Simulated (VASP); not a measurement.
# FeSi2 (P4/mmm) in VASP: notebook

Runs on FeSi2. Level: PBEsol. Tasks: relaxation of shape and atoms at fixed volume, relaxation of cell and atoms.

Everything below comes from runs of VASP 6.6.1. Logs are shortened: lines on timing, memory, paths and dates and some standing lists are left out, and cuts for length are marked.

## Step 1: The cell of the first run

The structure is tetragonal, space group P4/mmm (No. 123). Conventional cell: a = 2.661 Å, b = 2.661 Å, c = 5.071 Å, α = 90.00°, β = 90.00°, γ = 90.00°. Within 3.1 Å of Fe (site symmetry 4/mmm) lie 8 Si at 2.33 Å and 4 Fe at 2.66 Å. Si (site symmetry 4mm) has 6 Si at 2.32 to 2.75 Å and 4 Fe at 2.33 Å within 3.1 Å.

## Step 2: Relaxation of shape and atoms at fixed volume, PBEsol (11.97 Å³/atom)

The input, INCAR:

```
SYSTEM = FeSi2
PREC = Accurate
ENCUT = 600
EDIFF = 1E-6
ISMEAR = -1
SIGMA = 0.15
LREAL = .False.
LASPH = .True.
NELM = 100
ALGO = Normal
ISIF = 4
LWAVE = .False.
LCHARG = .False.
GGA = PS
IBRION = 2
NSW = 80
EDIFFG = -0.001
```

The input, KPOINTS:

```
regular mesh
0
Gamma
  16 16 8
  0 0 0
```

The input, POSCAR:

```
FeSi2
1.0
    2.6613993950      0.0000000000      0.0000000000
    0.0000000000      2.6613993950      0.0000000000
    0.0000000000      0.0000000000      5.0705068026
Fe Si
1 2
Direct
    0.0000000000      0.0000000000      0.0000000000
    0.5000000000      0.5000000000      0.2716124498
    0.5000000000      0.5000000000      0.7283875502
```

Potentials or basis: VASP PAW PBE potentials, release 64 (Fe, Si).

Started as:

```
cat potpaw_PBE.64/Fe/POTCAR potpaw_PBE.64/Si/POTCAR > POTCAR
mpirun -np 1 vasp_std > vasp.out
```

OUTCAR:

```text
SYSTEM = FeSi2
   PREC = Accurate
   ENCUT = 600
   EDIFF = 1E-6
   ISMEAR = -1
   LREAL = .False.
   LASPH = .True.
   NELM = 100
   ISIF = 4
   GGA = PS
   IBRION = 2
   NSW = 80
   EDIFFG = -0.001

 ion  position               nearest neighbor table
   1  0.000  0.000  0.000-   2 2.33   3 2.33   2 2.33   3 2.33   2 2.33   3 2.33   2 2.33   3 2.33

   2  0.500  0.500  0.272-   3 2.32   1 2.33   1 2.33   1 2.33   1 2.33   3 2.75
   3  0.500  0.500  0.728-   2 2.32   1 2.33   1 2.33   1 2.33   1 2.33   2 2.75

  LATTYP: Found a simple tetragonal cell.
 ALAT       =     2.6613993950
 C/A-ratio  =     1.9052032597

  Lattice vectors:

 A1 = (   2.6613993950,   0.0000000000,   0.0000000000)
 A2 = (   0.0000000000,   2.6613993950,   0.0000000000)
 A3 = (   0.0000000000,   0.0000000000,   5.0705068026)

Analysis of symmetry for initial positions (statically):
=====================================================================
 Subroutine PRICEL returns:
 Original cell was already a primitive cell.

 Routine SETGRP: Setting up the symmetry group for a
 simple tetragonal supercell.

 Subroutine GETGRP returns: Found 16 space group operations
 (whereof 16 operations were pure point group operations)
 out of a pool of 16 trial point group operations.

The static configuration has the point symmetry D_4h.

Analysis of symmetry for dynamics (positions and initial velocities):
=====================================================================
 Subroutine PRICEL returns:
 Original cell was already a primitive cell.

 Routine SETGRP: Setting up the symmetry group for a
 simple tetragonal supercell.

 Subroutine GETGRP returns: Found 16 space group operations
 (whereof 16 operations were pure point group operations)
 out of a pool of 16 trial point group operations.

The dynamic configuration has the point symmetry D_4h.

 Subroutine INISYM returns: Found 16 space group operations
 (whereof 16 operations are pure point group operations),
 and found     1 'primitive' translations

----------------------------------------------------------------------------------------

                                     Primitive cell

  volume of cell :      35.9146

  direct lattice vectors                    reciprocal lattice vectors
     2.661399395  0.000000000  0.000000000     0.375742176  0.000000000  0.000000000
     0.000000000  2.661399395  0.000000000     0.000000000  0.375742176  0.000000000
     0.000000000  0.000000000  5.070506803     0.000000000  0.000000000  0.197218945

[... 107 lines left out ...]
  Fermi-wavevector in a.u.,A,eV,Ry     =   1.250329  2.362779 21.270298  1.563323
  Thomas-Fermi vector in A             =   2.384328
   LORBIT       =      0    0 simple, 1 ext, 2 COOP (PROOUT), +10 PAW based schemes
   GGA     = PS    functional components
   LHFCALC =     F    Hartree Fock is set to
   AEXX    =    0.0000 exact exchange contribution
   IVDW    =     0    specifies the selected vdW correction
   LEPSILON=     F    determine dielectric tensor
   LRPA    =     F    only Hartree local field effects (RPA)
 conjugate gradient relaxation of ions
 non-spin polarized calculation
  energy-cutoff  :      600.00
  volume of cell :       35.91
 maximum number of plane-waves:      1224
 NGX is ok and might be reduce to    24
   NGX = 11   NGY = 11   NGZ = 21

--------------------------------------- Ionic step        1  -------------------------------------------

 number of electron      15.9999998 magnetization

 Free energy of the ion-electron system (eV)
  ---------------------------------------------------
  ext. energy  EPLUGINS =         0.00000000
  ---------------------------------------------------
  free energy    TOTEN  =       -21.97973926 eV

  energy without entropy =      -21.90050763  energy(sigma->0) =      -21.94012345

------------------------ aborting loop because EDIFF is reached ----------------------------------------

  FORCE on cell =-STRESS in cart. coord.  units (eV):
  Direction    XX          YY          ZZ          XY          YZ          ZX
  --------------------------------------------------------------------------------------
  -------------------------------------------------------------------------------------
  Total        1.0038451      1.0038451      1.1904812      0.0000000      0.0000000      0.0000000
  in kB       44.7822375     44.7822375     53.1082095      0.0000000      0.0000000      0.0000000
  external PRESSURE =      47.5575615 kB  Pullay stress =       0.0000000 kB
[... 135 lines left out ...]
--------------------------------------- Ionic step        5  -------------------------------------------

 number of electron      15.9999998 magnetization

 Free energy of the ion-electron system (eV)
  ---------------------------------------------------
  ext. energy  EPLUGINS =         0.00000000
  ---------------------------------------------------
  free energy    TOTEN  =       -21.98041834 eV

  energy without entropy =      -21.90199932  energy(sigma->0) =      -21.94120883

 E-fermi :  10.2262     XC(G=0): -12.2103

 val. band max:       10.2248678769   @ k =   0.4375   0.3750   0.0000
 cond. band min:      10.2351678910   @ k =   0.5000   0.4375   0.3750
 fundamental gap:      0.0103000140
 Fermi energy:        10.2261931963

 k-point     1 :       0.0000    0.0000    0.0000
  band No.  band energies     occupation
      1      -3.8908      2.00000
      2       0.9953      2.00000
      3       2.1230      2.00000
      4       6.5901      2.00000
      5       8.5579      1.99997
      6       8.7566      1.99989
      7       8.7566      1.99989
      8       9.6748      1.95061
      9      15.0181      0.00000
     10      15.0181      0.00000
     11      16.9177      0.00000
     12      17.4525      0.00000
[... 331 lines left out ...]
 k-point    24 :       0.5000    0.1250    0.0000
  band No.  band energies     occupation
      1       0.4799      2.00000
      2       2.4579      2.00000
      3       3.4491      2.00000
      4       5.6670      2.00000
      5       6.2494      2.00000
      6       7.2831      2.00000
      7       8.3217      1.99999
      8       9.4981      1.98453
      9      10.3892      0.50454
     10      11.8845      0.00003
     11      12.6847      0.00000
     12      15.7110      0.00000

 [... further k-points ...]

------------------------ aborting loop because EDIFF is reached ----------------------------------------

  FORCE on cell =-STRESS in cart. coord.  units (eV):
  Direction    XX          YY          ZZ          XY          YZ          ZX
  --------------------------------------------------------------------------------------
  -------------------------------------------------------------------------------------
  Total        1.0144671      1.0144671      1.0128287      0.0000000      0.0000000     -0.0000000
  in kB       45.2560941     45.2560941     45.1830024      0.0000000      0.0000000     -0.0000000
  external PRESSURE =      45.2317302 kB  Pullay stress =       0.0000000 kB
[... 18 lines left out ...]
  FREE ENERGIE OF THE ION-ELECTRON SYSTEM (eV)
  ---------------------------------------------------
  free  energy   TOTEN  =       -21.9804183397 eV

  energy  without entropy=      -21.9019993222  energy(sigma->0) =      -21.94120883

 reached required accuracy - stopping structural energy minimisation
```

Wall time 7.1 min (1 thread of Intel Xeon 8259CL, shared host); peak memory 0.27 GiB.

What came out:

- Free energy: -21.9804 eV
- Energy gained by relaxing: 0.2 meV/atom
- Ionic steps: 5
- Pressure after relaxing: 4.5 GPa
- Band gap on the k mesh: zero (bands 8 and 9 overlap by 0.42 eV)

Step by step:
| step | energy change (eV) | largest force (eV/Å) | pressure (GPa) | volume (Å³) |
| --- | --- | --- | --- | --- |
| 1 | 0.0000 | 0.1152 | 4.76 | 35.91 |
| 2 | -0.0006 | 0.0516 | 4.49 | 35.91 |
| 3 | -0.0006 | 0.0159 | 4.52 | 35.91 |
| 4 | -0.0007 | 0.0081 | 4.47 | 35.91 |
| 5 | -0.0007 | 0.0001 | 4.52 | 35.91 |

Final structure:
```cif
data_structure
_symmetry_space_group_name_H-M 'P 1'
_symmetry_Int_Tables_number 1
_cell_length_a 2.6584
_cell_length_b 2.6584
_cell_length_c 5.0819
_cell_angle_alpha 90.000
_cell_angle_beta 90.000
_cell_angle_gamma 90.000
_cell_volume 35.91
loop_
_atom_site_label
_atom_site_type_symbol
_atom_site_fract_x
_atom_site_fract_y
_atom_site_fract_z
_atom_site_occupancy
Fe1 Fe 0.00000 0.00000 0.00000 1
Si1 Si 0.50000 0.50000 0.27242 1
Si2 Si 0.50000 0.50000 0.72758 1
```

Levels at points of the mesh, in eV from the Fermi level:
```csv
k point,band 4,band 5,band 6,band 7,band 8,band 9,band 10,band 11,band 12
"(0.00, 0.00, 0.00)",-3.64,-1.67,-1.47,-1.47,-0.55,4.79,4.79,6.69,7.23
"(0.50, 0.00, 0.00)",-4.48,-3.83,-3.24,-2.04,-1.05,0.17,1.64,2.38,8.04
"(0.50, 0.50, 0.00)",-4.46,-4.46,-3.21,-2.29,0.28,0.78,2.69,3.01,3.01
"(0.00, 0.00, 0.50)",-3.62,-2.38,-1.52,-1.52,-0.55,2.66,6.00,6.00,6.41
"(0.50, 0.00, 0.50)",-6.38,-3.21,-2.46,-2.03,-1.06,0.72,2.52,4.94,5.09
"(0.50, 0.50, 0.50)",-4.44,-3.25,-3.25,-1.80,0.28,0.39,0.39,1.11,3.14
```

Caveat: the PAW data sets were made with another functional, which shifts forces and pressure a little; the run has no spin polarisation, though such a crystal can be magnetic. Spin polarisation is off, so any magnetic state and its effect on volume and gap are missing.

## Step 3: Relaxation of cell and atoms, PBEsol

This run uses another cell than the first one, of 12.19 Å³/atom.

The input, INCAR:

```
SYSTEM = FeSi2
ALGO     = Normal         ! electronic algorithm
EDIFF    = 1E-7           ! SCF threshold, eV
EDIFFG   = -0.001         ! ionic threshold
ENCUT    = 600            ! plane-wave cutoff, eV
GGA      = PS             ! functional
IBRION   = 2              ! ionic algorithm
ISIF     = 3              ! what is computed and relaxed
ISMEAR   = -1             ! smearing method
LASPH    = .True.         ! aspherical terms in the spheres
LCHARG   = .False.        ! write CHGCAR
LREAL    = .False.        ! projectors in reciprocal space
LWAVE    = .False.        ! write WAVECAR
NELM     = 100            ! most SCF steps
NSW      = 80             ! ionic steps
PREC     = Accurate       ! precision mode
SIGMA    = 0.15           ! smearing width, eV
```

The input, KPOINTS:

```
k-points
0
Gamma
  16 16 8
  0 0 0
```

The input, POSCAR:

```
FeSi2
1.0
    2.6762815761      0.0000000000      0.0000000000
    0.0000000000      2.6762815761      0.0000000000
    0.0000000000      0.0000000000      5.1063623108
Fe Si
1 2
Direct
    0.0000000000      0.0000000000      0.0000000000
    0.5000000000      0.5000000000      0.2719321960
    0.5000000000      0.5000000000      0.7280678040
```

Potentials or basis: VASP PAW PBE potentials, release 64 (Fe, Si).

Started as:

```
cat potpaw_PBE.64/Fe/POTCAR potpaw_PBE.64/Si/POTCAR > POTCAR
mpirun -np 1 vasp_std > vasp.out
```

Run time: 16 min. Hardware: 1 thread of Intel Xeon 8259CL, shared host; peak memory 0.28 GiB.

It converged, with:

```
Free energy                           : -21.9917 eV
Relaxed volume                        : 12.24 Å³/atom
Relaxed cell                          : a = 2.681 Å, b = 2.681 Å, c = 5.109 Å, α = 90.00°, β = 90.00°, γ = 90.00°
Space group after relaxing (to 0.1 Å) : P4/mmm (No. 123)
Energy gained by relaxing             : 0.1 meV/atom
Ionic steps                           : 20
Pressure after relaxing               : 0.0 GPa
Band gap on the k mesh                : zero (bands 8 and 9 overlap by 0.37 eV)
```

The path:
```
step  energy change (eV)  largest force (eV/Å)  pressure (GPa)  volume (Å³)
   1              0.0000                0.0137            0.74        36.57
   2              0.0001                0.0353           -0.85        36.87
   3             -0.0003                0.0241           -0.02        36.72
   4             -0.0003                0.0243           -0.04        36.72
   5             -0.0004                0.0036           -0.01        36.72
   6             -0.0004                0.0029           -0.02        36.72
   7             -0.0004                0.0025           -0.04        36.72
   8             -0.0004                0.0000            0.07        36.71
   9             -0.0004                0.0017            0.02        36.72
  10             -0.0004                0.0017            0.02        36.72
  11             -0.0004                0.0023           -0.08        36.72
  12             -0.0004                0.0014            0.09        36.72
  13             -0.0004                0.0021           -0.03        36.72
  14             -0.0004                0.0017            0.04        36.72
  15             -0.0004                0.0020           -0.05        36.73
  16             -0.0004                0.0009            0.00        36.72
  17             -0.0004                0.0010           -0.06        36.72
  18             -0.0004                0.0006            0.04        36.72
  19             -0.0004                0.0009           -0.03        36.72
  20             -0.0004                0.0008            0.00        36.72
```

Final structure:
```yaml
crystal:
  lattice:
    - [2.68115, 0.00000, 0.00000]
    - [0.00000, 2.68115, 0.00000]
    - [0.00000, 0.00000, 5.10862]
  atoms:
    - { symbol: Fe, position: [0.00000, 0.00000, 0.00000] }
    - { symbol: Si, position: [0.50000, 0.50000, 0.27167] }
    - { symbol: Si, position: [0.50000, 0.50000, 0.72833] }
```

Levels at points of the mesh, in eV from the Fermi level:
| k point | band 4 | band 5 | band 6 | band 7 | band 8 | band 9 | band 10 | band 11 | band 12 |
| --- | --- | --- | --- | --- | --- | --- | --- | --- | --- |
| (0.00, 0.00, 0.00) | -3.54 | -1.59 | -1.44 | -1.44 | -0.56 | 4.64 | 4.64 | 6.65 | 7.20 |
| (0.50, 0.00, 0.00) | -4.42 | -3.75 | -3.14 | -2.01 | -1.03 | 0.18 | 1.56 | 2.36 | 8.01 |
| (0.50, 0.50, 0.00) | -4.40 | -4.40 | -3.22 | -2.20 | 0.24 | 0.58 | 2.66 | 3.03 | 3.03 |
| (0.00, 0.00, 0.50) | -3.52 | -2.30 | -1.49 | -1.49 | -0.56 | 2.60 | 5.81 | 5.81 | 6.42 |
| (0.50, 0.00, 0.50) | -6.23 | -3.12 | -2.38 | -2.01 | -1.04 | 0.67 | 2.47 | 4.97 | 4.98 |
| (0.50, 0.50, 0.50) | -4.49 | -3.23 | -3.23 | -1.73 | 0.24 | 0.43 | 0.43 | 1.19 | 2.95 |

Caveat: the PAW data sets were made with another functional, which shifts forces and pressure a little; the run has no spin polarisation, though such a crystal can be magnetic.
